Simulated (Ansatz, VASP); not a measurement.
**HgTe in VASP and in Ansatz**

```
Hg Te
1.0
     0.00000    3.15770    3.15770
     3.15770    0.00000    3.15770
     3.15770    3.15770    0.00000
Hg Te
1 1
Direct
  0.00000 0.00000 0.00000
  0.75000 0.75000 0.75000
```

Change from the starting cell: volume scaled by 0.94, crystal datasets.

Alike in both runs: task electric field gradients; functional LDA; k mesh 11 × 11 × 11; occupations fermi-dirac, width 0.03 eV; no spin polarisation.

|  | VASP | Ansatz |
| --- | --- | --- |
| version | VASP 6.6.1 | Ansatz 0.2.0 |
| potentials or method | VASP PAW LDA potentials, release 64 (Hg, Te), cutoff 520 eV | all-electron PAW with datasets made for the crystal, scalar-relativistic |

```tsv
	VASP	Ansatz	Ansatz less VASP
pressure (GPa)	3.4	3.1	-0.34
```

LDA's correlation is that of Perdew and Zunger in VASP and of Perdew and Wang (1992) in Ansatz. Ansatz ran all-electron here, and VASP with PAW potentials.

Spin-orbit coupling is off throughout.
